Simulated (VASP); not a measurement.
Here is a VASP 6.6.1 calculation.

File POSCAR:

```
AlRu
1.0
    2.9916000000      0.0000000000      0.0000000000
    0.0000000000      2.9916000000      0.0000000000
    0.0000000000      0.0000000000      2.9916000000
Al Ru
1 1
Direct
    0.0000000000      0.0000000000      0.0000000000
    0.5000000000      0.5000000000      0.5000000000
```

The input INCAR.step1:

```
SYSTEM = AlRu
PREC = Accurate ; ENCUT = 520
ISMEAR = 1 ; SIGMA = 0.05
LREAL = .False. ; LASPH = .True.
NELM = 100 ; NBANDS = 16
GGA = PE ; ALGO = Normal
EDIFF = 1E-4 ; LWAVE = .True.
LCHARG = .False.
```

The input INCAR.step2:

```
SYSTEM = AlRu
PREC = Accurate ; ENCUT = 520
EDIFF = 1E-6 ; ISMEAR = 1
SIGMA = 0.05 ; LREAL = .False.
LASPH = .True. ; NELM = 100
ALGO = Normal ; ISIF = 2
LWAVE = .False. ; LCHARG = .False.
METAGGA = R2SCAN ; LMIXTAU = .True.
IVDW = 12 ; VDW_S6 = 1.0
VDW_S8 = 0.78981345 ; VDW_A1 = 0.49484001
VDW_A2 = 5.73083694 ; NBANDS = 16
ISTART = 1
```

The input KPOINTS:

```
Automatic mesh
0
Gamma
  9 9 9
  0 0 0
```

Potentials or basis: VASP PAW PBE potentials, release 64 (Al, Ru_pv).

Launch:

```bash
$ cat potpaw_PBE.64/Al/POTCAR potpaw_PBE.64/Ru_pv/POTCAR > POTCAR
$ cp INCAR.step1 INCAR
$ mpirun -np 1 vasp_std > vasp.out
$ cp INCAR.step2 INCAR
$ mpirun -np 1 vasp_std > vasp.out
```

What does it give for the pressure?

-4.9 GPa.

Predict the dispersion energy per atom.

-0.243 eV.

Caveat: three body term missing; the PAW data sets were made with another functional, which shifts forces and pressure a little; pairwise dispersion overbinds metals, which lowers pressure and volume.
